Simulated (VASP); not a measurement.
# Be2C (Fm-3m) in VASP: a series of runs

Runs on Be2C. Level: LDA. Tasks: single point, relaxation of cell and atoms.

Everything below comes from runs of VASP 6.6.1. Logs are shortened: lines on timing, memory, paths and dates and some standing lists are left out, and cuts for length are marked.

## 1. The cell of the first run

The structure is cubic, space group Fm-3m (No. 225). Conventional cell: a = 4.268 Å, b = 4.268 Å, c = 4.268 Å, α = 90.00°, β = 90.00°, γ = 90.00°. Be (site symmetry -43m) has 4 C at 1.85 Å and 6 Be at 2.13 Å within 2.5 Å. Within 2.5 Å of C (site symmetry m-3m) lie 8 Be at 1.85 Å.

## 2. Single point, LDA

INCAR

```
SYSTEM = Be2C
PREC = Accurate
ENCUT = 600
EDIFF = 1E-6
ISMEAR = -1
SIGMA = 0.08
LREAL = .FALSE.
LASPH = .TRUE.
NELM = 120
ALGO = Normal
ISIF = 2
LWAVE = .FALSE.
LCHARG = .FALSE.
GGA = CA
NBANDS = 11
GGA_COMPAT = .FALSE.
```

KPOINTS

```
regular mesh
0
G
  14 14 14
  0 0 0
```

POSCAR

```
Be2C
1.0
    0.0000000000      2.1341536118      2.1341536118
    2.1341536118      0.0000000000      2.1341536118
    2.1341536118      2.1341536118      0.0000000000
Be C
2 1
Direct
    0.2500000000      0.2500000000      0.2500000000
    0.7500000000      0.7500000000      0.7500000000
    0.0000000000      0.0000000000      0.0000000000
```

Potentials or basis: VASP PAW LDA potentials, release 64 (Be, C).

On the command line:

```
$ cat potpaw_LDA.64/Be/POTCAR potpaw_LDA.64/C/POTCAR > POTCAR
$ mpirun -np 1 vasp_std > vasp.out
```

OUTCAR:

```text
SYSTEM = Be2C
   PREC = Accurate
   ENCUT = 600
   EDIFF = 1E-6
   ISMEAR = -1
   LREAL = .FALSE.
   LASPH = .TRUE.
   NELM = 120
   ISIF = 2
   GGA = CA

 ion  position               nearest neighbor table
   1  0.250  0.250  0.250-   3 1.85   3 1.85   3 1.85   3 1.85   2 2.13   2 2.13   2 2.13   2 2.13
                             2 2.13   2 2.13
   2  0.750  0.750  0.750-   3 1.85   3 1.85   3 1.85   3 1.85   1 2.13   1 2.13   1 2.13   1 2.13
                             1 2.13   1 2.13
   3  0.000  0.000  0.000-   2 1.85   2 1.85   2 1.85   1 1.85   1 1.85   1 1.85   2 1.85   1 1.85

  LATTYP: Found a face centered cubic cell.
 ALAT       =     4.2683072236

  Lattice vectors:

 A1 = (   0.0000000000,   2.1341536118,   2.1341536118)
 A2 = (   2.1341536118,   0.0000000000,   2.1341536118)
 A3 = (   2.1341536118,   2.1341536118,   0.0000000000)

Analysis of symmetry for initial positions (statically):
=====================================================================
 Subroutine PRICEL returns:
 Original cell was already a primitive cell.

 Routine SETGRP: Setting up the symmetry group for a
 face centered cubic supercell.

 Subroutine GETGRP returns: Found 48 space group operations
 (whereof 48 operations were pure point group operations)
 out of a pool of 48 trial point group operations.

The static configuration has the point symmetry O_h .

Analysis of symmetry for dynamics (positions and initial velocities):
=====================================================================
 Subroutine PRICEL returns:
 Original cell was already a primitive cell.

 Routine SETGRP: Setting up the symmetry group for a
 face centered cubic supercell.

 Subroutine GETGRP returns: Found 48 space group operations
 (whereof 48 operations were pure point group operations)
 out of a pool of 48 trial point group operations.

The dynamic configuration has the point symmetry O_h .

 Subroutine INISYM returns: Found 48 space group operations
 (whereof 48 operations are pure point group operations),
 and found     1 'primitive' translations

----------------------------------------------------------------------------------------

                                     Primitive cell

  volume of cell :      19.4405

  direct lattice vectors                    reciprocal lattice vectors
     0.000000000  2.134153612  2.134153612    -0.234284916  0.234284916  0.234284916
     2.134153612  0.000000000  2.134153612     0.234284916 -0.234284916  0.234284916
     2.134153612  2.134153612  0.000000000     0.234284916  0.234284916 -0.234284916

  length of vectors
     3.018148982  3.018148982  3.018148982     0.405793378  0.405793378  0.405793378

  position of ions in fractional coordinates (direct lattice)
     0.250000000  0.250000000  0.250000000
     0.750000000  0.750000000  0.750000000
     0.000000000  0.000000000  0.000000000

  ion indices of the primitive-cell ions
   primitive index   ion index
                 1           1
                 2           2
                 3           3

----------------------------------------------------------------------------------------

 KPOINTS: regular mesh

Automatic generation of k-mesh.
 Grid dimensions read from file:
 generate k-points for:   14   14   14

 Generating k-lattice:

  Cartesian coordinates                     Fractional coordinates (reciprocal lattice)
    -0.016734637  0.016734637  0.016734637     0.071428571  0.000000000  0.000000000
     0.016734637 -0.016734637  0.016734637     0.000000000  0.071428571  0.000000000
     0.016734637  0.016734637 -0.016734637     0.000000000  0.000000000  0.071428571

  Length of vectors
     0.028985241  0.028985241  0.028985241

  Shift w.r.t. Gamma in fractional coordinates (k-lattice)
     0.000000000  0.000000000  0.000000000

 Subroutine IBZKPT returns following result:
 ===========================================

 Found    104 irreducible k-points:

 Following reciprocal coordinates:
            Coordinates               Weight
  0.000000  0.000000  0.000000      1.000000
  0.071429  0.000000  0.000000      8.000000
  0.142857  0.000000  0.000000      8.000000
  0.214286  0.000000  0.000000      8.000000
  0.285714  0.000000  0.000000      8.000000
  0.357143  0.000000  0.000000      8.000000
[... 16 lines left out ...]
  0.214286  0.142857  0.000000     24.000000
  0.285714  0.142857  0.000000     24.000000
 [... further k-points ...]
   k-points           NKPTS =    104   k-points in BZ     NKDIM =    104   number of bands    NBANDS=     11
   number of dos      NEDOS =    301   number of ions     NIONS =      3
   total plane-waves  NPLWV =  13824
   dimension x,y,z NGX =    24 NGY =   24 NGZ =   24
   dimension x,y,z NGXF=    48 NGYF=   48 NGZF=   48
   ions per type =               2   1
   NGX,Y,Z   is equivalent  to a cutoff of  13.22, 13.22, 13.22 a.u.
   NGXF,Y,Z  is equivalent  to a cutoff of  26.44, 26.44, 26.44 a.u.
 SYSTEM =  Be2C
   PREC   = accura    normal or accurate (medium, high low for compatibility)
   ISTART =      0    job   : 0-new  1-cont  2-samecut
   ICHARG =      2    charge: 1-file 2-atom 10-const
   ISPIN  =      1    spin polarized calculation?
   LNONCOLLINEAR =      F non collinear calculations
   LSORBIT =      F    spin-orbit coupling
   LASPH  =      T    aspherical Exc in radial PAW
   ENCUT  =  600.0 eV  44.10 Ry    6.64 a.u.   6.03  6.03  6.03*2*pi/ulx,y,z
   NELM   =    120;   NELMIN=  2; NELMDL= -5     # of ELM steps
   EDIFF  = 0.1E-05   stopping-criterion for ELM
   LREAL  =      F    real-space projection
   EDIFFG = 0.1E-04   stopping-criterion for IOM
   NSW    =      0    number of steps for IOM
   IBRION =     -1    ionic relax: 0-MD 1-quasi-New 2-CG
   NFREE  =      0    steps in history (QN), initial steepest desc. (CG)
   ISIF   =      2    stress and relaxation
   ISYM   =      2    0-nonsym 1-usesym 2-fastsym
   POTIM  = 0.5000    time-step for ionic-motion
   TEBEG  =    0.0;   TEEND  =   0.0 temperature during run
   PSTRESS=    0.0 pullay stress
   NELECT =       8.0000    total number of electrons
   NUPDOWN=      -1.0000    fix difference up-down
   EMIN   =  10.00;   EMAX   =-10.00  energy-range for DOS
   EFERMI =   0.00;   METHOD = LEGACY
   ISMEAR =    -1;   SIGMA  =   0.08  broadening in eV -4-tet -1-fermi 0-gaus
   EFERMI_NEDOS =   21; number of points for ismear=-14 and -15
   IALGO  =     38    algorithm
   IMIX   =      4    mixing-type and parameters
     AMIX     =   0.40;   BMIX     =  1.00
     AMIX_MAG =   1.60;   BMIX_MAG =  1.00
  volume/ion in A,a.u.               =       6.48        43.73
  Fermi-wavevector in a.u.,A,eV,Ry     =   1.217687  2.301096 20.174211  1.482763
  Thomas-Fermi vector in A             =   2.352999
   LORBIT       =      0    0 simple, 1 ext, 2 COOP (PROOUT), +10 PAW based schemes
   GGA     = CA    functional components
   LHFCALC =     F    Hartree Fock is set to
   AEXX    =    0.0000 exact exchange contribution
   IVDW    =     0    specifies the selected vdW correction
   LEPSILON=     F    determine dielectric tensor
   LRPA    =     F    only Hartree local field effects (RPA)
 non-spin polarized calculation
  energy-cutoff  :      600.00
  volume of cell :       19.44
 maximum number of plane-waves:       662
   NGX = 13   NGY = 13   NGZ = 13

 number of electron       7.9999999 magnetization

 Free energy of the ion-electron system (eV)
  ---------------------------------------------------
  ext. energy  EPLUGINS =         0.00000000
  ---------------------------------------------------
  free energy    TOTEN  =       -19.43247409 eV

  energy without entropy =      -19.43247083  energy(sigma->0) =      -19.43247246

 E-fermi :   8.5776     XC(G=0): -11.6913

 val. band max:        7.9444754828   @ k =   0.0000   0.0000   0.0000
 cond. band min:       9.1430127407   @ k =   0.5000   0.5000   0.0000
 fundamental gap:      1.1985372579
 Fermi energy:         8.5776364590

 k-point     1 :       0.0000    0.0000    0.0000
  band No.  band energies     occupation
      1      -7.2301      2.00000
      2       7.9445      1.99927
      3       7.9445      1.99927
      4       7.9445      1.99927
      5      12.0461      0.00000
      6      12.0461      0.00000
      7      12.0461      0.00000
      8      15.2910      0.00000
      9      21.2977      0.00000
     10      21.2977      0.00000
     11      21.2977      0.00000

 k-point     2 :       0.0714    0.0000    0.0000
  band No.  band energies     occupation
      1      -7.1474      2.00000
      2       7.1730      2.00000
      3       7.7680      1.99992
      4       7.7680      1.99992
      5      12.3003      0.00000
      6      12.3003      0.00000
      7      12.5980      0.00000
      8      15.4437      0.00000
      9      20.6529      0.00000
     10      20.6529      0.00000
     11      21.5317      0.00000

 k-point     3 :       0.1429    0.0000    0.0000
  band No.  band energies     occupation
      1      -6.9006      2.00000
      2       5.5977      2.00000
      3       7.3653      2.00000
      4       7.3653      2.00000
      5      12.8670      0.00000
      6      12.8670      0.00000
      7      13.5026      0.00000
      8      15.8863      0.00000
      9      19.7120      0.00000
     10      19.7120      0.00000
     11      22.2096      0.00000
[... 267 lines left out ...]
 k-point    23 :       0.2143    0.1429    0.0000
  band No.  band energies     occupation
      1      -6.4966      2.00000
      2       4.9748      2.00000
      3       5.7537      2.00000
      4       6.5363      2.00000
      5      12.7190      0.00000
      6      14.1832      0.00000
      7      14.8420      0.00000
      8      14.9352      0.00000
      9      19.1511      0.00000
     10      22.5003      0.00000
     11      23.2750      0.00000

 k-point    24 :       0.2857    0.1429    0.0000
  band No.  band energies     occupation
      1      -6.0469      2.00000
      2       3.3872      2.00000
      3       5.3611      2.00000
      4       6.2519      2.00000
      5      12.9358      0.00000
      6      14.2825      0.00000
      7      15.2385      0.00000
      8      15.6028      0.00000
      9      19.6296      0.00000
     10      22.3994      0.00000
     11      24.2055      0.00000

 [... further k-points ...]

------------------------ aborting loop because EDIFF is reached ----------------------------------------

  FORCE on cell =-STRESS in cart. coord.  units (eV):
  Direction    XX          YY          ZZ          XY          YZ          ZX
  --------------------------------------------------------------------------------------
  -------------------------------------------------------------------------------------
  Total        0.0590625      0.0590625      0.0590625      0.0000000      0.0000000      0.0000000
  in kB        4.8676016      4.8676016      4.8676016      0.0000000      0.0000000      0.0000000
  external PRESSURE =       4.8676016 kB  Pullay stress =       0.0000000 kB

 VOLUME and BASIS-vectors are now :
 -----------------------------------------------------------------------------
  energy-cutoff  :      600.00
  volume of cell :       19.44
      direct lattice vectors                 reciprocal lattice vectors
     0.000000000  2.134153612  2.134153612    -0.234284916  0.234284916  0.234284916
     2.134153612  0.000000000  2.134153612     0.234284916 -0.234284916  0.234284916
     2.134153612  2.134153612  0.000000000     0.234284916  0.234284916 -0.234284916

 POSITION                                       TOTAL-FORCE (eV/Angst)
 -----------------------------------------------------------------------------------
      1.06708      1.06708      1.06708        -0.000000     -0.000000     -0.000000
      3.20123      3.20123      3.20123         0.000000      0.000000      0.000000
      0.00000      0.00000      0.00000        -0.000000     -0.000000     -0.000000
 -----------------------------------------------------------------------------------
    total drift:                               -0.000000     -0.000000     -0.000000

  FREE ENERGIE OF THE ION-ELECTRON SYSTEM (eV)
  ---------------------------------------------------
  free  energy   TOTEN  =       -19.4324740860 eV

  energy  without entropy=      -19.4324708339  energy(sigma->0) =      -19.43247246
```

Run time: 23 s. Hardware: 1 thread of Intel Xeon 8259CL, shared host; peak memory 0.14 GiB.

Results:

```
Free energy            : -19.4325 eV
Pressure               : 0.5 GPa
Band gap on the k mesh : 1.20 eV (least direct gap 4.10 eV)
```

A k mesh can miss the band edges.

## 3. Relaxation of cell and atoms, LDA

This run uses another cell than the first one, of 6.77 Å³/atom.

INCAR

```
SYSTEM = Be2C
ALGO = Normal ; EDIFF = 1E-7
EDIFFG = -0.002 ; ENCUT = 600
GGA = CA ; GGA_COMPAT = .FALSE.
IBRION = 2 ; ISIF = 3
ISMEAR = -1 ; LASPH = .TRUE.
LCHARG = .FALSE. ; LREAL = .FALSE.
LWAVE = .FALSE. ; NELM = 120
NELMIN = 4 ; NSW = 100
PREC = Accurate ; SIGMA = 0.08
```

KPOINTS

```
k-points
0
G
  14 14 14
  0 0 0
```

POSCAR

```
Be2C
1.0
    0.0000000000      2.1650000000      2.1650000000
    2.1650000000      0.0000000000      2.1650000000
    2.1650000000      2.1650000000      0.0000000000
Be C
2 1
Direct
    0.2500000000      0.2500000000      0.2500000000
    0.7500000000      0.7500000000      0.7500000000
    0.0000000000      0.0000000000      0.0000000000
```

Potentials or basis: VASP PAW LDA potentials, release 64 (Be, C).

On the command line:

```
$ cat potpaw_LDA.64/Be/POTCAR potpaw_LDA.64/C/POTCAR > POTCAR
$ mpirun -np 1 vasp_std > vasp.out
```

Wall time 30 s (1 thread of Intel Xeon 8259CL, shared host); peak memory 0.14 GiB.

The run converged. Its results:

```yaml
Free_energy: -19.4336 eV
Relaxed_volume: 6.49 Å³/atom
Relaxed_cell: a = 3.020 Å, b = 3.020 Å, c = 3.020 Å, α = 60.00°, β = 60.00°, γ = 60.00°
Space_group_after_relaxing_to_0.1_Å: Fm-3m (No. 225)
Energy_gained_by_relaxing: 7.2 meV/atom
Ionic_steps: 3
Pressure_after_relaxing: 0.0 GPa
Band_gap_on_the_k_mesh: 1.20 eV (least direct gap 4.10 eV)
```

The path:
| step | energy change (eV) | largest force (eV/Å) | pressure (GPa) | volume (Å³) |
| --- | --- | --- | --- | --- |
| 1 | 0.0000 | 0.0000 | -8.22 | 20.30 |
| 2 | -0.0203 | 0.0000 | 2.14 | 19.29 |
| 3 | -0.0215 | 0.0000 | 0.01 | 19.48 |

Final structure:
```cif
data_structure
_symmetry_space_group_name_H-M 'P 1'
_symmetry_Int_Tables_number 1
_cell_length_a 3.0202
_cell_length_b 3.0202
_cell_length_c 3.0202
_cell_angle_alpha 60.000
_cell_angle_beta 60.000
_cell_angle_gamma 60.000
_cell_volume 19.48
loop_
_atom_site_label
_atom_site_type_symbol
_atom_site_fract_x
_atom_site_fract_y
_atom_site_fract_z
_atom_site_occupancy
Be1 Be 0.25000 0.25000 0.25000 1
Be2 Be 0.75000 0.75000 0.75000 1
C1 C 0.00000 0.00000 0.00000 1
```

Levels at points of the mesh, in eV from the valence-band top:
```tsv
k point	band 2	band 3	band 4	band 5	band 6	band 7
(0.00, 0.00, 0.00)	0.00	0.00	0.00	4.10	4.10	4.10
(0.50, 0.00, 0.00)	-8.94	-1.91	-1.91	5.00	5.00	7.57
(0.50, 0.50, 0.00)	-6.84	-4.91	-4.91	1.20	6.09	13.52
```
